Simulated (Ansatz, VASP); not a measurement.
## Co: VASP beside Ansatz

```
Co
1.0
     2.53015    0.00000    0.00000
    -1.26507    2.19117    0.00000
     0.00000    0.00000    4.08868
Co
2
Direct
  0.33333 0.66667 0.25000
  0.66667 0.33333 0.75000
```

Change from the starting cell: equal strain along all axes, cell held, atoms relaxed: +3.0 %.

Alike in both runs: task single point; functional PBEsol; k mesh 24 × 24 × 14; occupations gaussian, width 0.1 eV; collinear spin.

|  | VASP | Ansatz |
| --- | --- | --- |
| version | VASP 6.6.1 | Ansatz 0.2.0 |
| potentials or method | VASP PAW PBE potentials, release 64 (Co), cutoff 520 eV | scalar-relativistic, plane waves, PAW |
| valence electrons in the cell | 18 | 34 |

```tsv
	VASP	Ansatz	Ansatz less VASP
gap on the k mesh at the Fermi level (eV)	none	none	-
pressure (GPa)	-18.0	-17.6	+0.38
traceless stress, the component that is largest in VASP (GPa)	-0.06	0.05	+0.110
net moment per atom (μB)	1.63	1.64	+0.005
size of the moment on the site where the two differ most (μB)	1.66	1.71	+0.056
```

VASP's potentials were made for PBE, not for PBEsol. Site moments also hang on the region over which each program counts them. A gap of «none» marks a metal or a gap that the smearing closes. VASP's potentials hold 18 valence electrons a cell and Ansatz's 34, so a difference there can come from the potentials and not from the codes.
